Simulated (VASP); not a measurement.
A run of VASP 6.6.1 is set up as follows.

File INCAR:

```
ALGO = Normal
EDIFF = 1E-7
ENCUT = 520
GGA = PE
ISIF = 2
ISMEAR = 0
LASPH = True
LCHARG = False
LREAL = False
LWAVE = False
NBANDS = 40
NELM = 100
PREC = Accurate
SIGMA = 0.01
```

KPOINTS

```
k-points
0
Gamma
  6 6 2
```

Contents of POSCAR:

```
NaScSe2
1.0
    3.9721694687      0.0000000000      0.0000000000
    0.0000000000      3.9721694687      0.0000000000
    0.0000000000      0.0000000000     11.5814202512
Na Se Sc
2 4 2
Direct
    0.5000000000      0.0000000000      0.8880275789
    0.0000000000      0.5000000000      0.1119724211
    0.5000000000      0.0000000000      0.1513099164
    0.0000000000      0.5000000000      0.3944215366
    0.5000000000      0.0000000000      0.6055784634
    0.0000000000      0.5000000000      0.8486900836
    0.5000000000      0.0000000000      0.3611484998
    0.0000000000      0.5000000000      0.6388515002
```

Potentials or basis: VASP PAW PBE potentials, release 64 (Na_pv, Se, Sc_sv).

Run with:

```bash
$ cat potpaw_PBE.64/Na_pv/POTCAR potpaw_PBE.64/Se/POTCAR potpaw_PBE.64/Sc_sv/POTCAR > POTCAR
$ mpirun -np 1 vasp_std > vasp.out
```

Predict the pressure.

1.9 GPa.

What does it give for the largest force?

0.266 eV/Å.

Stress tensor (GPa, compression positive):
```
1.60 0.00 0.00
0.00 1.60 0.00
0.00 0.00 2.41
```
